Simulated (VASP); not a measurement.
# ZnS (Imm2) in VASP: further runs

ZnS is run at these levels: PBE; tasks: single point.

All numbers are computed with VASP 6.6.1; they aren't measurements. Logs are shortened: lines on timing, memory, paths and dates and some standing lists are left out, and cuts for length are marked.

## Step 1: The cell of the first run

The structure is orthorhombic, space group Imm2 (No. 44). The conventional cell has a = 3.830 Å, b = 3.868 Å, c = 5.443 Å, α = 90.00°, β = 90.00°, γ = 90.00°. Within 3.1 Å of Zn (site symmetry mm2) lie 4 S at 2.35 to 2.36 Å. Within 3.1 Å of S (site symmetry mm2) lie 4 Zn at 2.35 to 2.36 Å.

## Step 2: Single point, PBE (strain +0.0100 x Voigt [0, 0, 0, 0, 1, 0])

INCAR

```
SYSTEM = ZnS
ALGO = Normal
EDIFF = 1E-6
ENCUT = 520
GGA = PE
ISIF = 2
ISMEAR = 0
LASPH = .True.
LCHARG = .True.
LELF = .True.
LREAL = .False.
LVHAR = .True.
LWAVE = .False.
NBANDS = 16
NELM = 100
PREC = Accurate
SIGMA = 0.05
```

KPOINTS

```
k-points
0
Gamma
  8 8 8
  0 0 0
```

POSCAR

```
ZnS
1.0
    0.0136078199      2.7215639840      2.7215639840
    2.7351718039      0.0000000000      2.7351718039
    2.7215639840      2.7215639840      0.0136078199
Zn S
1 1
Direct
    0.0000000000      0.0000000000      0.0000000000
    0.7500000000      0.7500000000      0.7500000000
```

Potentials or basis: VASP PAW PBE potentials, release 64 (Zn, S).

Launch:

```sh
cat potpaw_PBE.64/Zn/POTCAR potpaw_PBE.64/S/POTCAR > POTCAR
mpirun -np 1 vasp_std > vasp.out
```

OUTCAR:

```text
SYSTEM = ZnS
   EDIFF = 1E-6
   ENCUT = 520
   GGA = PE
   ISIF = 2
   ISMEAR = 0
   LASPH = .True.
   LREAL = .False.
   NELM = 100
   PREC = Accurate

 ion  position               nearest neighbor table
   1  0.000  0.000  0.000-   2 2.35   2 2.35   2 2.36   2 2.36
   2  0.750  0.750  0.750-   1 2.35   1 2.35   1 2.36   1 2.36

  LATTYP: Found a body centered orthorhombic cell.
 ALAT       =     3.8296283336
 B/A-ratio  =     1.0100502512
 C/A-ratio  =     1.4213201632

  Lattice vectors:

 A1 = (   0.0136078199,  -2.7215639840,   2.7215639840)
 A2 = (  -0.0136078199,  -2.7215639840,  -2.7215639840)
 A3 = (   2.7215639840,   2.7215639840,   0.0136078199)

Analysis of symmetry for initial positions (statically):
=====================================================================
 Subroutine PRICEL returns:
 Original cell was already a primitive cell.

 Routine SETGRP: Setting up the symmetry group for a
 body centered orthorhombic supercell.

 Subroutine GETGRP returns: Found  4 space group operations
 (whereof  4 operations were pure point group operations)
 out of a pool of  8 trial point group operations.

The static configuration has the point symmetry C_2v.

Analysis of symmetry for dynamics (positions and initial velocities):
=====================================================================
 Subroutine PRICEL returns:
 Original cell was already a primitive cell.

 Routine SETGRP: Setting up the symmetry group for a
 body centered orthorhombic supercell.

 Subroutine GETGRP returns: Found  4 space group operations
 (whereof  4 operations were pure point group operations)
 out of a pool of  8 trial point group operations.

The dynamic configuration has the point symmetry C_2v.

 Subroutine INISYM returns: Found  4 space group operations
 (whereof  4 operations are pure point group operations),
 and found     1 'primitive' translations

----------------------------------------------------------------------------------------

                                     Primitive cell

  volume of cell :      40.3158

  direct lattice vectors                    reciprocal lattice vectors
     0.013607820  2.721563984  2.721563984    -0.184641098  0.183717893  0.184641098
     2.735171804  0.000000000  2.735171804     0.182803873 -0.183717893  0.182803873
     2.721563984  2.721563984  0.013607820     0.184641098  0.183717893 -0.184641098

  length of vectors
     3.848896752  3.868117060  3.848896752     0.319275640  0.317154184  0.319275640

  position of ions in fractional coordinates (direct lattice)
     0.000000000  0.000000000  0.000000000
     0.750000000  0.750000000  0.750000000

  ion indices of the primitive-cell ions
   primitive index   ion index
                 1           1
                 2           2

----------------------------------------------------------------------------------------

 KPOINTS: k-points

Automatic generation of k-mesh.
 Grid dimensions read from file:
 generate k-points for:    8    8    8

 Generating k-lattice:

  Cartesian coordinates                     Fractional coordinates (reciprocal lattice)
    -0.023080137  0.022964737  0.023080137     0.125000000  0.000000000 -0.000000000
     0.022850484 -0.022964737  0.022850484    -0.000000000  0.125000000 -0.000000000
     0.023080137  0.022964737 -0.023080137    -0.000000000  0.000000000  0.125000000

  Length of vectors
     0.039909455  0.039644273  0.039909455

  Shift w.r.t. Gamma in fractional coordinates (k-lattice)
     0.000000000  0.000000000  0.000000000

 Subroutine IBZKPT returns following result:
 ===========================================

 Found     95 irreducible k-points:

 Following reciprocal coordinates:
            Coordinates               Weight
  0.000000  0.000000  0.000000      1.000000
  0.125000  0.000000  0.000000      4.000000
  0.250000  0.000000  0.000000      4.000000
  0.375000  0.000000  0.000000      4.000000
  0.500000  0.000000  0.000000      2.000000
  0.000000  0.125000  0.000000      4.000000
[... 16 lines left out ...]
  0.125000  0.375000  0.000000      8.000000
  0.250000  0.375000  0.000000      8.000000
 [... further k-points ...]
   k-points           NKPTS =     95   k-points in BZ     NKDIM =     95   number of bands    NBANDS=     16
   number of dos      NEDOS =    301   number of ions     NIONS =      2
   total plane-waves  NPLWV =  27000
   dimension x,y,z NGX =    30 NGY =   30 NGZ =   30
   dimension x,y,z NGXF=    60 NGYF=   60 NGZF=   60
   ions per type =               1   1
   NGX,Y,Z   is equivalent  to a cutoff of  12.96, 12.89, 12.96 a.u.
   NGXF,Y,Z  is equivalent  to a cutoff of  25.92, 25.79, 25.92 a.u.
 SYSTEM =  ZnS
   PREC   = accura    normal or accurate (medium, high low for compatibility)
   ISTART =      0    job   : 0-new  1-cont  2-samecut
   ICHARG =      2    charge: 1-file 2-atom 10-const
   ISPIN  =      1    spin polarized calculation?
   LNONCOLLINEAR =      F non collinear calculations
   LSORBIT =      F    spin-orbit coupling
   LASPH  =      T    aspherical Exc in radial PAW
   ENCUT  =  520.0 eV  38.22 Ry    6.18 a.u.   7.16  7.19  7.16*2*pi/ulx,y,z
   NELM   =    100;   NELMIN=  2; NELMDL= -5     # of ELM steps
   EDIFF  = 0.1E-05   stopping-criterion for ELM
   LREAL  =      F    real-space projection
   EDIFFG = 0.1E-04   stopping-criterion for IOM
   NSW    =      0    number of steps for IOM
   IBRION =     -1    ionic relax: 0-MD 1-quasi-New 2-CG
   NFREE  =      0    steps in history (QN), initial steepest desc. (CG)
   ISIF   =      2    stress and relaxation
   ISYM   =      2    0-nonsym 1-usesym 2-fastsym
   POTIM  = 0.5000    time-step for ionic-motion
   TEBEG  =    0.0;   TEEND  =   0.0 temperature during run
   PSTRESS=    0.0 pullay stress
   NELECT =      18.0000    total number of electrons
   NUPDOWN=      -1.0000    fix difference up-down
   EMIN   =  10.00;   EMAX   =-10.00  energy-range for DOS
   EFERMI =   0.00;   METHOD = LEGACY
   ISMEAR =     0;   SIGMA  =   0.05  broadening in eV -4-tet -1-fermi 0-gaus
   EFERMI_NEDOS =   21; number of points for ismear=-14 and -15
   IALGO  =     38    algorithm
   IMIX   =      4    mixing-type and parameters
     AMIX     =   0.40;   BMIX     =  1.00
     AMIX_MAG =   1.60;   BMIX_MAG =  1.00
  volume/ion in A,a.u.               =      20.16       136.03
  Fermi-wavevector in a.u.,A,eV,Ry     =   1.251240  2.364501 21.301314  1.565602
  Thomas-Fermi vector in A             =   2.385197
   LORBIT       =      0    0 simple, 1 ext, 2 COOP (PROOUT), +10 PAW based schemes
   GGA     = PE    functional components
   LHFCALC =     F    Hartree Fock is set to
   AEXX    =    0.0000 exact exchange contribution
   IVDW    =     0    specifies the selected vdW correction
   LEPSILON=     F    determine dielectric tensor
   LRPA    =     F    only Hartree local field effects (RPA)
 non-spin polarized calculation
 Gauss-broadening in eV      SIGMA  =   0.05
  energy-cutoff  :      520.00
  volume of cell :       40.32
 maximum number of plane-waves:      1106
 NGX is ok and might be reduce to    30
   NGX = 15   NGY = 15   NGZ = 15

 number of electron      18.0000008 magnetization

 Free energy of the ion-electron system (eV)
  ---------------------------------------------------
  ext. energy  EPLUGINS =         0.00000000
  ---------------------------------------------------
  free energy    TOTEN  =        -6.85152890 eV

  energy without entropy =       -6.85152890  energy(sigma->0) =       -6.85152890

 E-fermi :   2.1376     XC(G=0):  -9.5288

 val. band max:        1.9254341895   @ k =   0.0000   0.0000   0.0000
 cond. band min:       3.9268553620   @ k =   0.0000   0.0000   0.0000
 fundamental gap:      2.0014211725
 Fermi energy:         2.1375601295

 k-point     1 :       0.0000    0.0000    0.0000
  band No.  band energies     occupation
      1     -11.0841      2.00000
      2      -4.3518      2.00000
      3      -4.3482      2.00000
      4      -4.3445      2.00000
      5      -3.8753      2.00000
      6      -3.8753      2.00000
[... 8 lines left out ...]
     15      13.6463      0.00000
     16      13.6577      0.00000

 k-point     2 :       0.1250    0.0000    0.0000
  band No.  band energies     occupation
      1     -10.9704      2.00000
      2      -4.3483      2.00000
      3      -4.3285      2.00000
      4      -4.3241      2.00000
      5      -3.8771      2.00000
      6      -3.8769      2.00000
[... 8 lines left out ...]
     15      13.0613      0.00000
     16      14.4512      0.00000

 k-point     3 :       0.2500    0.0000    0.0000
  band No.  band energies     occupation
      1     -10.6742      2.00000
      2      -4.2982      2.00000
      3      -4.2828      2.00000
      4      -4.2795      2.00000
      5      -3.8745      2.00000
      6      -3.8736      2.00000
[... 8 lines left out ...]
     15      12.8742      0.00000
     16      14.0300      0.00000

 k-point     4 :       0.3750    0.0000    0.0000
  band No.  band energies     occupation
      1     -10.3389      2.00000
      2      -4.2478      2.00000
      3      -4.2445      2.00000
      4      -4.0790      2.00000
      5      -3.8585      2.00000
      6      -3.8571      2.00000
[... 8 lines left out ...]
     15      13.8957      0.00000
     16      13.9885      0.00000
[... 324 lines left out ...]
 k-point    22 :       0.0000    0.3750    0.0000
  band No.  band energies     occupation
      1     -10.3565      2.00000
      2      -4.2540      2.00000
      3      -4.2509      2.00000
      4      -4.0744      2.00000
      5      -3.8586      2.00000
      6      -3.8572      2.00000
[... 8 lines left out ...]
     15      13.9087      0.00000
     16      13.9963      0.00000

 k-point    23 :       0.1250    0.3750    0.0000
  band No.  band energies     occupation
      1     -10.3849      2.00000
      2      -4.2786      2.00000
      3      -4.2247      2.00000
      4      -4.1560      2.00000
      5      -3.8723      2.00000
      6      -3.8444      2.00000
[... 8 lines left out ...]
     15      14.5582      0.00000
     16      14.9548      0.00000

 k-point    24 :       0.2500    0.3750    0.0000
  band No.  band energies     occupation
      1     -10.2830      2.00000
      2      -4.3440      2.00000
      3      -4.1546      2.00000
      4      -4.1395      2.00000
      5      -3.8754      2.00000
      6      -3.8291      2.00000
[... 8 lines left out ...]
     15      14.9982      0.00000
     16      17.2824      0.00000

 [... further k-points ...]
[... 5 lines left out ...]
  --------------------------------------------------------------------------------------
  -------------------------------------------------------------------------------------
  Total        0.0439841      0.0430125      0.0439841      0.0000000      0.0000000     -0.1618949
  in kB        1.7479595      1.7093475      1.7479595      0.0000000      0.0000000     -6.4338223
  external PRESSURE =       1.7350888 kB  Pullay stress =       0.0000000 kB

 VOLUME and BASIS-vectors are now :
 -----------------------------------------------------------------------------
  energy-cutoff  :      520.00
  volume of cell :       40.32
      direct lattice vectors                 reciprocal lattice vectors
     0.013607820  2.721563984  2.721563984    -0.184641098  0.183717893  0.184641098
     2.735171804  0.000000000  2.735171804     0.182803873 -0.183717893  0.182803873
     2.721563984  2.721563984  0.013607820     0.184641098  0.183717893 -0.184641098

 POSITION                                       TOTAL-FORCE (eV/Angst)
 -----------------------------------------------------------------------------------
      0.00000      0.00000      0.00000         0.000000     -0.049928      0.000000
      4.10276      4.08235      4.10276        -0.000000      0.049928     -0.000000
 -----------------------------------------------------------------------------------
    total drift:                               -0.000000     -0.000103     -0.000000

  FREE ENERGIE OF THE ION-ELECTRON SYSTEM (eV)
  ---------------------------------------------------
  free  energy   TOTEN  =        -6.8515288997 eV

  energy  without entropy=       -6.8515288997  energy(sigma->0) =       -6.85152890
```

It took 92 s on 1 thread of Intel Xeon 8259CL, shared host; peak memory 0.21 GiB.

What came out:

```
Free energy            : -6.8515 eV
Pressure               : 0.2 GPa
Largest force          : 0.050 eV/Å
Band gap on the k mesh : 2.00 eV
```

Forces in eV/Å, atoms in the order of the input:
```
Zn   0.000 -0.050  0.000
S    0.000  0.050  0.000
```

Stress tensor (GPa, compression positive):
```
 0.17  0.00 -0.64
 0.00  0.17  0.00
-0.64  0.00  0.17
```

Caveat: the cell differs from its parent crystal (strain +0.0100 x Voigt [0, 0, 0, 0, 1, 0]).

## Step 3: Single point, PBE (strain +0.0350 x Voigt [0, 0, 0, 0, 1, 0])

INCAR

```
SYSTEM = ZnS
  ALGO = Normal
  EDIFF = 1E-7
  ENCUT = 520
  GGA = PE
  ISIF = 2
  ISMEAR = 0
  LASPH = .True.
  LCHARG = .False.
  LREAL = .False.
  LWAVE = .False.
  NBANDS = 16
  NELM = 80
  PREC = Accurate
  SIGMA = 0.05
```

KPOINTS is that of step 2.

POSCAR

```
ZnS
1.0
    0.0476273697      2.7215639840      2.7215639840
    2.7691913537      0.0000000000      2.7691913537
    2.7215639840      2.7215639840      0.0476273697
Zn S
1 1
Direct
    0.0000000000      0.0000000000      0.0000000000
    0.7500000000      0.7500000000      0.7500000000
```

Potentials or basis: VASP PAW PBE potentials, release 64 (Zn, S).

Launch:

```sh
cat potpaw_PBE.64/Zn/POTCAR potpaw_PBE.64/S/POTCAR > POTCAR
mpirun -np 1 vasp_std > vasp.out
```

OUTCAR:

```text
SYSTEM = ZnS
   EDIFF = 1E-7
   ENCUT = 520
   GGA = PE
   ISIF = 2
   ISMEAR = 0
   LASPH = .True.
   LREAL = .False.
   NELM = 80
   PREC = Accurate

 ion  position               nearest neighbor table
   1  0.000  0.000  0.000-   2 2.33   2 2.33   2 2.38   2 2.38
   2  0.750  0.750  0.750-   1 2.33   1 2.33   1 2.38   1 2.38

  LATTYP: Found a body centered orthorhombic cell.
 ALAT       =     3.7815174249
 B/A-ratio  =     1.0356234097
 C/A-ratio  =     1.4394031169

  Lattice vectors:

 A1 = (   0.0476273697,  -2.7215639840,   2.7215639840)
[... 626 lines left out ...]
      3      -4.1568      2.00000
      4      -4.1387      2.00000
      5      -3.8741      2.00000
      6      -3.8302      2.00000
[... 8 lines left out ...]
     15      14.9814      0.00000
     16      17.3236      0.00000

 [... further k-points ...]
[... 5 lines left out ...]
  --------------------------------------------------------------------------------------
  -------------------------------------------------------------------------------------
  Total        0.0800267      0.0685393      0.0800267      0.0000000      0.0000000     -0.5679340
  in kB        3.1812158      2.7245684      3.1812158      0.0000000      0.0000000    -22.5764608
  external PRESSURE =       3.0290000 kB  Pullay stress =       0.0000000 kB

 VOLUME and BASIS-vectors are now :
 -----------------------------------------------------------------------------
  energy-cutoff  :      520.00
  volume of cell :       40.30
      direct lattice vectors                 reciprocal lattice vectors
     0.047627370  2.721563984  2.721563984    -0.186990222  0.183717893  0.186990222
     2.769191354  0.000000000  2.769191354     0.180558126 -0.183717893  0.180558126
     2.721563984  2.721563984  0.047627370     0.186990222  0.183717893 -0.186990222

 POSITION                                       TOTAL-FORCE (eV/Angst)
 -----------------------------------------------------------------------------------
      0.00000      0.00000      0.00000         0.000000     -0.175702      0.000000
      4.15379      4.08235      4.15379        -0.000000      0.175702     -0.000000
 -----------------------------------------------------------------------------------
    total drift:                               -0.000001     -0.000142     -0.000001

  FREE ENERGIE OF THE ION-ELECTRON SYSTEM (eV)
  ---------------------------------------------------
  free  energy   TOTEN  =        -6.8423972220 eV

  energy  without entropy=       -6.8423972220  energy(sigma->0) =       -6.84239722
```

OSZICAR:

```text
N       E                     dE             d eps       ncg     rms          rms(c)
DAV:   1     0.900325258464E+02    0.90033E+02   -0.89904E+03  3040   0.135E+03
DAV:   2    -0.137266521717E+01   -0.91405E+02   -0.85516E+02  3448   0.260E+02
DAV:   3    -0.720917334380E+01   -0.58365E+01   -0.58113E+01  3752   0.639E+01
DAV:   4    -0.727092881951E+01   -0.61755E-01   -0.61736E-01  3832   0.688E+00
DAV:   5    -0.727166874906E+01   -0.73993E-03   -0.73991E-03  3808   0.713E-01    0.664E+00
DAV:   6    -0.686239070689E+01    0.40928E+00   -0.73693E-01  4568   0.297E+01    0.520E+00
DAV:   7    -0.684268472530E+01    0.19706E-01   -0.24523E-01  3792   0.441E+00    0.265E+00
DAV:   8    -0.684196496119E+01    0.71976E-03   -0.50478E-03  3936   0.800E-01    0.685E-01
DAV:   9    -0.684223064802E+01   -0.26569E-03   -0.11925E-03  3784   0.278E-01    0.101E-01
DAV:  10    -0.684240382069E+01   -0.17317E-03   -0.22437E-04  3784   0.141E-01    0.543E-02
DAV:  11    -0.684239628150E+01    0.75392E-05   -0.35977E-05  3568   0.883E-02    0.803E-03
DAV:  12    -0.684239713863E+01   -0.85713E-06   -0.42151E-06  4328   0.218E-02    0.436E-03
DAV:  13    -0.684239722199E+01   -0.83353E-07   -0.77711E-07  3888   0.794E-03
   1 F= -.68423972E+01 E0= -.68423972E+01  d E =-.150034E-14
```

stdout:

```text
POSCAR found type information on POSCAR ZnS
 POSCAR found :  2 types and       2 ions
 scaLAPACK will be used
 LDA part: xc-table for (Slater+PW92), standard interpolation
 POSCAR, INCAR and KPOINTS ok, starting setup
 FFT: planning ... GRIDC
 FFT: planning ... GRID_SOFT
 FFT: planning ... GRID
 WAVECAR not read
 entering main loop
```

It took 97 s on 1 thread of Intel Xeon 8259CL, shared host; peak memory 0.21 GiB.

Results:

* Free energy: -6.8424 eV
* Pressure: 0.3 GPa
* Largest force: 0.176 eV/Å
* Band gap on the k mesh: 1.95 eV

Forces in eV/Å, atoms in the order of the input:
```
Zn   0.000 -0.176  0.000
S    0.000  0.176  0.000
```

Caveat: the cell differs from its parent crystal (strain +0.0350 x Voigt [0, 0, 0, 0, 1, 0]).
